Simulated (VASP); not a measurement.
# Ta5W (P4/mmm) in VASP: a series of runs

Ta5W is run at these levels: PBE; tasks: single point.

Everything below comes from runs of VASP 6.6.1. Logs are shortened: lines on timing, memory, paths and dates and some standing lists are left out, and cuts for length are marked.

### Step 1. The cell of the first run

Symmetry: P4/mmm, No. 123, tetragonal system. Conventional cell: a = 2.878 Å, b = 2.878 Å, c = 12.210 Å, α = 90.00°, β = 90.00°, γ = 90.00°. Within 3.8 Å of Ta (site symmetry 4mm) lie 12 Ta at 2.88 Å. Ta (site symmetry 4/mmm) has 12 Ta at 2.88 Å within 3.8 Å. Ta (site symmetry 4mm) has 8 Ta at 2.88 Å and 4 W at 2.88 Å within 3.8 Å. W (site symmetry 4/mmm) has 4 W at 2.88 Å and 8 Ta at 2.88 Å within 3.8 Å.

### Step 2. Single point, PBE

INCAR

```
PREC = Accurate ; ENCUT = 520
EDIFF = 1E-6 ; ISMEAR = 0
SIGMA = 0.1 ; LREAL = False
LASPH = True ; NELM = 60
ALGO = Normal ; ISIF = 2
LWAVE = False ; LCHARG = True
GGA = PE ; LELF = True
LVHAR = True ; NBANDS = 44
```

KPOINTS

```
Automatic mesh
0
Gamma
  6 6 2
```

POSCAR

```
Ta5W
1.0
    2.8778601500      0.0000000000      0.0000000000
    0.0000000000      2.8778601500      0.0000000000
    0.0000000000      0.0000000000     12.2097265500
Ta W
5 1
Direct
    0.0000000000      0.0000000000      0.8333333300
    0.5000000000      0.5000000000      0.0000000000
    0.0000000000      0.0000000000      0.1666666700
    0.5000000000      0.5000000000      0.3333333300
    0.5000000000      0.5000000000      0.6666666700
    0.0000000000      0.0000000000      0.5000000000
```

Potentials or basis: VASP PAW PBE potentials, release 64 (Ta_pv, W_sv).

Command:

```console
$ cat potpaw_PBE.64/Ta_pv/POTCAR potpaw_PBE.64/W_sv/POTCAR > POTCAR
$ mpirun -np 1 vasp_std > vasp.out
```

OUTCAR:

```text
PREC = Accurate
   ENCUT = 520
   EDIFF = 1E-6
   ISMEAR = 0
   LREAL = False
   LASPH = True
   NELM = 60
   ISIF = 2
   GGA = PE

 ion  position               nearest neighbor table
   1  0.000  0.000  0.833-   5 2.88   5 2.88   5 2.88   5 2.88   2 2.88   2 2.88   2 2.88   2 2.88

   2  0.500  0.500  0.000-   1 2.88   3 2.88   1 2.88   3 2.88   1 2.88   3 2.88   1 2.88   3 2.88

   3  0.000  0.000  0.167-   4 2.88   4 2.88   4 2.88   4 2.88   2 2.88   2 2.88   2 2.88   2 2.88

   4  0.500  0.500  0.333-   3 2.88   3 2.88   3 2.88   3 2.88   6 2.88   6 2.88   6 2.88   6 2.88

   5  0.500  0.500  0.667-   1 2.88   1 2.88   1 2.88   1 2.88   6 2.88   6 2.88   6 2.88   6 2.88

   6  0.000  0.000  0.500-   4 2.88   5 2.88   4 2.88   5 2.88   4 2.88   5 2.88   4 2.88   5 2.88

  LATTYP: Found a simple tetragonal cell.
 ALAT       =     2.8778601500
 C/A-ratio  =     4.2426406822

  Lattice vectors:

 A1 = (   2.8778601500,   0.0000000000,   0.0000000000)
 A2 = (   0.0000000000,   2.8778601500,   0.0000000000)
 A3 = (   0.0000000000,   0.0000000000,  12.2097265500)

Analysis of symmetry for initial positions (statically):
=====================================================================
 Subroutine PRICEL returns:
 Original cell was already a primitive cell.

 Routine SETGRP: Setting up the symmetry group for a
 simple tetragonal supercell.

 Subroutine GETGRP returns: Found 16 space group operations
 (whereof 16 operations were pure point group operations)
 out of a pool of 16 trial point group operations.

The static configuration has the point symmetry D_4h.

Analysis of symmetry for dynamics (positions and initial velocities):
=====================================================================
 Subroutine PRICEL returns:
 Original cell was already a primitive cell.

 Routine SETGRP: Setting up the symmetry group for a
 simple tetragonal supercell.

 Subroutine GETGRP returns: Found 16 space group operations
 (whereof 16 operations were pure point group operations)
 out of a pool of 16 trial point group operations.

The dynamic configuration has the point symmetry D_4h.

 Subroutine INISYM returns: Found 16 space group operations
 (whereof 16 operations are pure point group operations),
 and found     1 'primitive' translations

[... 98 lines left out ...]
   LREAL  =      F    real-space projection
   EDIFFG = 0.1E-04   stopping-criterion for IOM
   NSW    =      0    number of steps for IOM
   IBRION =     -1    ionic relax: 0-MD 1-quasi-New 2-CG
   NFREE  =      0    steps in history (QN), initial steepest desc. (CG)
   ISIF   =      2    stress and relaxation
   ISYM   =      2    0-nonsym 1-usesym 2-fastsym
   POTIM  = 0.5000    time-step for ionic-motion
   TEBEG  =    0.0;   TEEND  =   0.0 temperature during run
   PSTRESS=    0.0 pullay stress
   NELECT =      69.0000    total number of electrons
   NUPDOWN=      -1.0000    fix difference up-down
   EMIN   =  10.00;   EMAX   =-10.00  energy-range for DOS
   EFERMI =   0.00;   METHOD = LEGACY
   ISMEAR =     0;   SIGMA  =   0.10  broadening in eV -4-tet -1-fermi 0-gaus
   EFERMI_NEDOS =   21; number of points for ismear=-14 and -15
   IALGO  =     38    algorithm
   IMIX   =      4    mixing-type and parameters
     AMIX     =   0.40;   BMIX     =  1.00
     AMIX_MAG =   1.60;   BMIX_MAG =  1.00
  volume/ion in A,a.u.               =      16.85       113.73
  Fermi-wavevector in a.u.,A,eV,Ry     =   1.441261  2.723589 28.262490  2.077234
  Thomas-Fermi vector in A             =   2.559913
   LORBIT       =      0    0 simple, 1 ext, 2 COOP (PROOUT), +10 PAW based schemes
   GGA     = PE    functional components
   LHFCALC =     F    Hartree Fock is set to
   AEXX    =    0.0000 exact exchange contribution
   IVDW    =     0    specifies the selected vdW correction
   LEPSILON=     F    determine dielectric tensor
   LRPA    =     F    only Hartree local field effects (RPA)
 non-spin polarized calculation
 Gauss-broadening in eV      SIGMA  =   0.10
  energy-cutoff  :      520.00
  volume of cell :      101.12
 maximum number of plane-waves:      2755
 NGX is ok and might be reduce to    24
   NGX = 11   NGY = 11   NGZ = 45

 number of electron      68.9999991 magnetization

 Free energy of the ion-electron system (eV)
  ---------------------------------------------------
  ext. energy  EPLUGINS =         0.00000000
  ---------------------------------------------------
  free energy    TOTEN  =       -69.68153645 eV

  energy without entropy =      -69.64136158  energy(sigma->0) =      -69.66144902

 E-fermi :   7.0854     XC(G=0): -13.0189

 val. band max:        7.0710014823   @ k =   0.1667   0.0000   0.5000
 cond. band min:       7.0879055353   @ k =   0.5000   0.1667   0.0000
 fundamental gap:      0.0169040530
 Fermi energy:         7.0854386889

 k-point     1 :       0.0000    0.0000    0.0000
  band No.  band energies     occupation
      1     -66.5058      2.00000
      2     -30.8256      2.00000
      3     -30.4473      2.00000
      4     -30.4473      2.00000
      5     -27.4251      2.00000
      6     -27.2069      2.00000
[... 929 lines left out ...]
     43      12.5381      0.00000
     44      12.6574      0.00000

------------------------ aborting loop because EDIFF is reached ----------------------------------------

  FORCE on cell =-STRESS in cart. coord.  units (eV):
  Direction    XX          YY          ZZ          XY          YZ          ZX
  --------------------------------------------------------------------------------------
  -------------------------------------------------------------------------------------
  Total       12.9086609     12.9086609     14.4282926      0.0000000      0.0000000      0.0000000
  in kB      204.5250310    204.5250310    228.6020998      0.0000000      0.0000000      0.0000000
  external PRESSURE =     212.5507206 kB  Pullay stress =       0.0000000 kB

 VOLUME and BASIS-vectors are now :
 -----------------------------------------------------------------------------
  energy-cutoff  :      520.00
  volume of cell :      101.12
      direct lattice vectors                 reciprocal lattice vectors
     2.877860150  0.000000000  0.000000000     0.347480401  0.000000000  0.000000000
     0.000000000  2.877860150  0.000000000     0.000000000  0.347480401  0.000000000
     0.000000000  0.000000000 12.209726550     0.000000000  0.000000000  0.081901916

 POSITION                                       TOTAL-FORCE (eV/Angst)
 -----------------------------------------------------------------------------------
      0.00000      0.00000     10.17477         0.000000     -0.000000     -0.127402
      1.43893      1.43893      0.00000        -0.000000      0.000000      0.000000
      0.00000      0.00000      2.03495         0.000000      0.000000      0.127402
      1.43893      1.43893      4.06991        -0.000000     -0.000000      0.613816
      1.43893      1.43893      8.13982        -0.000000      0.000000     -0.613816
      0.00000      0.00000      6.10486        -0.000000      0.000000      0.000000
 -----------------------------------------------------------------------------------
    total drift:                                0.000000     -0.000000      0.000000

  FREE ENERGIE OF THE ION-ELECTRON SYSTEM (eV)
  ---------------------------------------------------
  free  energy   TOTEN  =       -69.6815364549 eV

  energy  without entropy=      -69.6413615810  energy(sigma->0) =      -69.66144902
```

Wall time 66 s (1 thread of AMD EPYC 9R45 (Zen 5), shared host); peak memory 0.23 GiB.

What came out:

- Free energy: -69.6815 eV
- Pressure: 21.3 GPa
- Largest force: 0.614 eV/Å
- Band gap on the k mesh: zero (an odd number of electrons rules out a gap without spin polarisation)

Forces on the atoms (eV/Å):
```
Ta   0.000  0.000 -0.127
Ta   0.000  0.000  0.000
Ta   0.000  0.000  0.127
Ta   0.000  0.000  0.614
Ta   0.000  0.000 -0.614
W    0.000  0.000  0.000
```

Levels at points of the mesh, in eV from the Fermi level:
```
           k point  band 30  band 31  band 32  band 33  band 34  band 35  band 36  band 37  band 38  band 39
(0.00, 0.00, 0.00)    -1.10     0.11     0.11     0.24     0.61     0.82     1.06     1.06     1.41     1.41
(0.50, 0.00, 0.00)    -0.67    -0.38    -0.33    -0.33    -0.10     0.07     0.35     0.35     0.49     0.49
(0.50, 0.50, 0.00)    -2.73    -2.73     0.32     0.32     0.40     0.40     2.56     3.21     3.28     3.37
(0.00, 0.00, 0.50)    -0.33    -0.09     0.22     0.22     0.36     0.63     0.63     0.71     2.30     2.30
(0.50, 0.00, 0.50)    -0.79    -0.59    -0.57    -0.53    -0.20    -0.08    -0.07     0.08     0.72     0.90
(0.50, 0.50, 0.50)    -1.48    -1.48    -1.35    -1.35     1.75     2.20     2.27     2.27     2.29     2.29
```

Caveat: the k points lie up to 0.36 Å⁻¹ apart, too coarse for converged energies and pressures of a metal; spin-orbit coupling is left out, which moves the levels of the heavy elements.

### Step 3. Single point, PBE

This run uses another cell than the first one, of 18.27 Å³/atom.

INCAR

```
PREC = Accurate ; ENCUT = 520
EDIFF = 1E-6 ; ISMEAR = 0
SIGMA = 0.1 ; LREAL = F
LASPH = T ; NELM = 80
ALGO = Fast ; ISIF = 2
LWAVE = F ; LCHARG = F
GGA = PE ; NBANDS = 44
```

KPOINTS is that of step 2.

POSCAR

```
Ta5W
1.0
    2.7727481904      0.0000000000      0.0000000000
    0.0000000000      2.7727481904      0.0000000000
    0.0000000000      0.0000000000     14.2544445341
Ta W
5 1
Direct
    0.0000000000      0.0000000000      0.8314861345
    0.5000000000      0.5000000000      0.0000000000
    0.0000000000      0.0000000000      0.1685138655
    0.5000000000      0.5000000000      0.3355240565
    0.5000000000      0.5000000000      0.6644759435
    0.0000000000      0.0000000000      0.5000000000
```

Potentials or basis: VASP PAW PBE potentials, release 64 (Ta_pv, W_sv).

Command:

```console
$ cat potpaw_PBE.64/Ta_pv/POTCAR potpaw_PBE.64/W_sv/POTCAR > POTCAR
$ mpirun -np 1 vasp_std > vasp.out
```

It took 84 s on 1 thread of AMD EPYC 9R45 (Zen 5), shared host; peak memory 0.24 GiB.

The run converged. Its results:

```
Free energy            : -70.8399 eV
Pressure               : 0.2 GPa
Largest force          : 0.016 eV/Å
Band gap on the k mesh : zero (an odd number of electrons rules out a gap without spin polarisation)
```

Forces in eV/Å, atoms in the order of the input:
```
Ta   0.000  0.000 -0.016
Ta   0.000  0.000  0.000
Ta   0.000  0.000  0.016
Ta   0.000  0.000 -0.016
Ta   0.000  0.000  0.016
W    0.000  0.000  0.000
```

Stress tensor (GPa, compression positive):
```
0.12 0.00 0.00
0.00 0.12 0.00
0.00 0.00 0.33
```

Levels at points of the mesh, in eV from the Fermi level:
```csv
k point,band 31,band 32,band 33,band 34,band 35,band 36,band 37,band 38
"(0.00, 0.00, 0.00)",-1.09,-0.76,-0.56,-0.05,0.20,0.94,1.15,1.15
"(0.50, 0.00, 0.00)",-0.92,-0.85,-0.79,0.15,0.34,0.40,0.41,0.74
"(0.50, 0.50, 0.00)",-2.19,0.43,0.43,0.57,0.57,1.69,2.45,2.46
"(0.00, 0.00, 0.50)",-1.18,-0.83,-0.52,0.30,0.30,0.76,0.96,1.17
"(0.50, 0.00, 0.50)",-0.88,-0.76,-0.65,-0.50,-0.50,0.74,0.85,0.95
"(0.50, 0.50, 0.50)",-1.18,-1.01,-1.01,1.30,1.77,2.38,2.38,2.40
```

Caveat: the k points lie up to 0.38 Å⁻¹ apart, too coarse for converged energies and pressures of a metal; spin-orbit coupling is left out, which moves the levels of the heavy elements.

The gap in the log of VASP goes by the Fermi energy; the results here count the filled bands.